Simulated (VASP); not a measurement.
Wanted: the native input for a VASP 6.6.1 run.

```yaml
Task: single point
Functional: PBE
Dispersion: D3(BJ)
Potentials_or_basis: VASP PAW PBE potentials, release 64 (Sn_d, O)
Cutoff: 520 eV
k_mesh: 7 × 7 × 1
Occupations: gaussian, width 0.05 eV
Spin: no spin polarisation
Dipole_correction: yes
Further_INCAR_settings: ALGO = Normal; EDIFF = 1e-06; NBANDS = 50
```

The structure of SnO lies in POSCAR:

```
SnO
1.0
    3.8201636883      0.0000000000      0.0000000000
    0.0000000000      3.8201636883      0.0000000000
    0.0000000000      0.0000000000     22.2260802162
Sn O
4 4
Direct
    0.7500000000      0.2500000000      0.2024648501
    0.2500000000      0.7500000000      0.3087831971
    0.3750000000      0.8750000000      0.4977503906
    0.8750000000      0.3750000000      0.6040687375
    0.2500000000      0.2500000000      0.2556240236
    0.7500000000      0.7500000000      0.2556240236
    0.8750000000      0.8750000000      0.5509095640
    0.3750000000      0.3750000000      0.5509095640
```

One way to write it, as run:

INCAR

```
SYSTEM = SnO
PREC = Accurate ; ENCUT = 520
EDIFF = 1E-6 ; ISMEAR = 0
SIGMA = 0.05 ; LREAL = .FALSE.
LASPH = .TRUE. ; NELM = 80
ALGO = Normal ; ISIF = 2
LWAVE = .FALSE. ; LCHARG = .FALSE.
LDIPOL = .TRUE. ; IDIPOL = 3
DIPOL = 0.5 0.5 0.403 ; GGA = PE
IVDW = 12 ; NBANDS = 50
```

KPOINTS

```
regular mesh
0
G
  7 7 1
  0 0 0
```

Potentials or basis: VASP PAW PBE potentials, release 64 (Sn_d, O).

The run is started by

```sh
$ cat potpaw_PBE.64/Sn_d/POTCAR potpaw_PBE.64/O/POTCAR > POTCAR
$ mpirun -np 1 vasp_std > vasp.out
```

It gave:

The largest force is 0.084 eV/Å, the band gap on the k mesh is 2.46 eV, indirect (least direct gap 2.55 eV) and the dispersion energy per atom is -0.155 eV.

Caveat: spin-orbit coupling is left out, which moves the levels of the heavy elements.

Run time: 4.9 min on 1 thread of Intel(R) Xeon(R) Platinum 8488C (Sapphire Rapids) (shared host), peak memory 0.44 GiB.
